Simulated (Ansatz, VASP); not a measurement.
## One calculation of TiO, two programs

Contents of POSCAR:

```
TiO
1.0
    4.9890877720      0.0000000000      0.0000000000
   -2.4945438860      4.3206767523      0.0000000000
    0.0000000000      0.0000000000      2.8733134400
Ti O
3 3
Direct
    0.6666666667      0.3333333333      0.5000000000
    0.3333333333      0.6666666667      0.5000000000
    0.0000000000      0.0000000000      0.0000000000
    0.6055592400      0.6055592400      0.0000000000
    0.3944407600      0.0000000000      0.0000000000
    0.0000000000      0.3944407600      0.0000000000
```

Contents of INCAR.step1:

```
ALGO = Normal
EDIFF = 1E-4
ENCUT = 520
GGA = PE
ISMEAR = 0
LASPH = True
LCHARG = False
LREAL = False
LWAVE = True
NBANDS = 36
NELM = 100
PREC = Accurate
SIGMA = 0.01
```

The input INCAR.step2:

```
ALGO = Normal
EDIFF = 1E-6
ENCUT = 520
ISIF = 2
ISMEAR = 0
ISTART = 1
LASPH = True
LCHARG = False
LMIXTAU = True
LREAL = False
LWAVE = False
METAGGA = R2SCAN
NBANDS = 36
NELM = 100
PREC = Accurate
SIGMA = 0.01
```

Contents of KPOINTS:

```
k-points
0
Gamma
  6 6 6
```

Input for Ansatz:

```yaml
crystal:
  lattice:
    - [4.989087772, 0.0, 0.0]
    - [-2.494543886, 4.3206767523, 0.0]
    - [0.0, 0.0, 2.87331344]
  atoms:
    - { symbol: Ti, position: [0.6666666667, 0.3333333333, 0.5] }
    - { symbol: Ti, position: [0.3333333333, 0.6666666667, 0.5] }
    - { symbol: Ti, position: [0.0, 0.0, 0.0] }
    - { symbol: O, position: [0.60555924, 0.60555924, 0.0] }
    - { symbol: O, position: [0.39444076, 0.0, 0.0] }
    - { symbol: O, position: [0.0, 0.39444076, 0.0] }
basis:
  ecutwfc: 500
kpoints:
  mp_grid: { grid: [6, 6, 6] }
hamiltonian:
  xc: r2scan
scf:
  occupations: { method: gaussian, width: 0.01 }
output:
  forces: true
  stress: true
  eigenvalues: true
```

Alike in both runs: task single point; functional r2SCAN; k mesh 6 × 6 × 6; occupations gaussian, width 0.01 eV; no spin polarisation.

|  | VASP | Ansatz |
| --- | --- | --- |
| version | VASP 6.6.1 | Ansatz 0.2.0 |
| potentials or method | VASP PAW PBE potentials, release 64 (Ti_sv, O), cutoff 520 eV | scalar-relativistic, plane waves, PAW |
| valence electrons in the cell | 54 | 54 |

|  | VASP | Ansatz | Ansatz less VASP |
| --- | --- | --- | --- |
| gap on the k mesh at the Fermi level (eV) | none | none | - |
| pressure (GPa) | 0.1 | -1.5 | -1.65 |
| traceless stress, the component that is largest in VASP (GPa) | 0.31 | 0.28 | -0.029 |
| rms of the force components (eV/Å) | 0.000 | 0.011 | +0.0105 |

VASP's potentials were made for PBE, not for r2SCAN. Atom by atom the forces differ by 0.011 eV/Å (rms over components). A gap of «none» marks a metal or a gap that the smearing closes.

The k mesh is coarse, so the values compare programs but aren't converged.
